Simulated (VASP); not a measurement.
TiO2:

```
Ti O
1.0
    -1.89210    1.89210    4.75730
     1.89210   -1.89210    4.75730
     1.89210    1.89210   -4.75730
Ti O
2 4
Direct
  0.75000 0.25000 0.50000
  0.00000 0.00000 0.00000
  0.79190 0.79190 0.00000
  0.54190 0.04190 0.50000
  0.95810 0.45810 0.50000
  0.20810 0.20810 0.00000
```

Program: VASP 6.6.1. Alike in all runs: task single point; no spin polarisation; cell as given; k mesh 10 × 10 × 10; cutoff (eV) 520; smearing fermi-dirac 0.05 eV.

**Question.** Order these runs on this cell by their pressure, lowest first.
A. level PBE exchange alone; potentials or basis VASP PAW PBE potentials, release 64 (Ti_sv, O)
B. level PBE+U; potentials or basis VASP PAW PBE potentials, release 64 (Ti_sv, O); U Ti d U = 2.0 eV
C. level r2SCAN+rVV10; potentials or basis VASP PAW PBE potentials, release 64 (Ti_sv, O)
D. level PBE+U; potentials or basis VASP PAW PBE potentials, release 64 (Ti_sv, O); U Ti d U = 1.0 eV
E. level LDA; potentials or basis VASP PAW LDA potentials, release 64 (Ti_sv, O)

**Answer.** E (-5.6 GPa), C (0.6 GPa), D (7.7 GPa), B (9.6 GPa), A (23.3 GPa).

Caveats: the cell stands under pressure (at least some runs); the cell stands under tension (at least some runs); the PAW data sets were made with another functional, which shifts forces and pressure a little (at least some runs).
